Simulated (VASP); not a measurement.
Set up this calculation in VASP 6.6.1, as the native input.

| Item | Value |
| --- | --- |
| Task | single point |
| Functional | PBE |
| Potentials or basis | VASP PAW PBE potentials, release 64 (S) |
| Cutoff | 520 eV |
| k mesh | 16 × 16 × 16 |
| Occupations | fermi-dirac, width 0.1 eV |
| Spin | no spin polarisation |
| Dipole correction | no |
| Further INCAR settings | ALGO = Normal; EDIFF = 1e-06; NBANDS = 9 |

The structure of S lies in POSCAR:

```
S
1.0
   -1.5797529500      1.5797529500      1.5797529500
    1.5797529500     -1.5797529500      1.5797529500
    1.5797529500      1.5797529500     -1.5797529500
S
1
Direct
    0.0000000000      0.0000000000      0.0000000000
```

These files were run (other wordings do the same):

INCAR

```
  PREC = Accurate
  ENCUT = 520
  EDIFF = 1E-6
  ISMEAR = -1
  SIGMA = 0.1
  LREAL = False
  LASPH = True
  NELM = 80
  ALGO = Normal
  ISIF = 2
  LWAVE = False
  LCHARG = False
  GGA = PE
  NBANDS = 9
```

KPOINTS

```
regular mesh
0
Gamma
  16 16 16
```

Potentials or basis: VASP PAW PBE potentials, release 64 (S).

Launch:

```sh
$ cat potpaw_PBE.64/S/POTCAR > POTCAR
$ mpirun -np 1 vasp_std > vasp.out
```

Results of the run:

```yaml
Pressure: -0.1 GPa
Band_gap_on_the_k_mesh: zero (band 3 reaches 10.74 eV, above the bottom of band 4 at 3.42 eV)
```

It used 14 s of CPU time on 1 thread of AMD EPYC 7R13 Processor (Zen 3), with other jobs on the host.
